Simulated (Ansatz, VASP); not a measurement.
**MnO in VASP and in Ansatz**

```
Mn O
1.0
     0.00000    2.17851    2.17851
     2.17851    0.00000    2.17851
     2.17851    2.17851    0.00000
Mn O
1 1
Direct
  0.00000 0.00000 0.00000
  0.50000 0.50000 0.50000
```

Alike in both runs: task single point; functional RPBE; dispersion D4; k mesh 10 × 10 × 10; occupations fermi-dirac, width 0.05 eV; collinear spin.

|  | VASP | Ansatz |
| --- | --- | --- |
| version | VASP 6.6.1 | Ansatz 0.2.0 |
| potentials or method | VASP PAW PBE potentials, release 64 (Mn_sv, O) | Ansatz PAW |
| plane-wave cutoff (eV) | 600 | 420 |
| valence electrons in the cell | 21 | 21 |

|  | VASP | Ansatz | Ansatz less VASP |
| --- | --- | --- | --- |
| gap on the k mesh at the Fermi level (eV) | none | none | - |
| pressure (GPa) | 6.5 | 8.5 | +1.99 |
| net moment per atom (μB) | 2.33 | 2.33 | +0.002 |
| size of the moment on the site where the two differ most (μB) | 4.08 | 3.94 | -0.138 |

VASP's potentials were made for PBE, not for RPBE. Site moments also hang on the region over which each program counts them. A gap of «none» marks a metal or a gap that the smearing closes.
